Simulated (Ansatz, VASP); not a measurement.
# Zn2S in VASP and in Ansatz

Contents of INCAR:

```
  PREC = Accurate
  ENCUT = 600
  EDIFF = 1E-7
  ISMEAR = 0
  SIGMA = 0.1
  LREAL = F
  LASPH = T
  NELM = 100
  ALGO = Normal
  ISIF = 3
  LWAVE = F
  LCHARG = F
  GGA = PE
  IBRION = 2
  NSW = 100
  EDIFFG = -0.01
```

KPOINTS

```
Automatic mesh
0
Gamma
  12 12 16
```

POSCAR

```
Zn2S
1.0
    4.4871664252      0.0000000000      0.0000000000
   -2.2435832126      3.8860001153      0.0000000000
    0.0000000000      0.0000000000      2.8524492948
Zn S
2 1
Direct
    0.3333333333      0.6666666667      0.5000000000
    0.6666666667      0.3333333333      0.5000000000
    0.0000000000      0.0000000000      0.0000000000
```

Input for Ansatz:

```yaml
crystal:
  lattice:
    - [4.4871664252, 0.0, 0.0]
    - [-2.2435832126, 3.8860001153, 0.0]
    - [0.0, 0.0, 2.8524492948]
  atoms:
    - { symbol: Zn, position: [0.3333333333, 0.6666666667, 0.5] }
    - { symbol: Zn, position: [0.6666666667, 0.3333333333, 0.5] }
    - { symbol: S, position: [0.0, 0.0, 0.0] }
basis:
  ecutwfc: 420
kpoints:
  mp_grid: { grid: [12, 12, 16] }
hamiltonian:
  xc: pbe
scf:
  occupations: { method: gaussian, width: 0.1 }
output:
  forces: true
  stress: true
  eigenvalues: true
  write_density: true
  write_potential: true
  elf: true
  volumetric_format: npy
relax:
  adjacent_minimum: "off"
  f_tol: 0.01
  max_steps: 80
  cell: { stress_tol: 0.05 }
```

Alike in both runs: task relaxation of cell and atoms; functional PBE; k mesh 12 × 12 × 16; occupations gaussian, width 0.1 eV; no spin polarisation.

```csv
,VASP,Ansatz
version,VASP 6.6.1,Ansatz 0.2.0
potentials or method,"VASP PAW PBE potentials, release 64 (Zn, S), cutoff 600 eV","scalar-relativistic, plane waves, PAW"
valence electrons in the cell,30,30
```

|  | VASP | Ansatz | Ansatz less VASP |
| --- | --- | --- | --- |
| gap on the k mesh at the Fermi level, each at its own relaxed structure (eV) | none | none | - |
| relaxed volume (Å³/atom) | 18.24 | 18.21 | -0.033 |
| relaxed length of the cell vector where the two differ most in proportion (Å) | 4.208 | 4.202 | -0.0060 |

A gap of «none» marks a metal or a gap that the smearing closes.
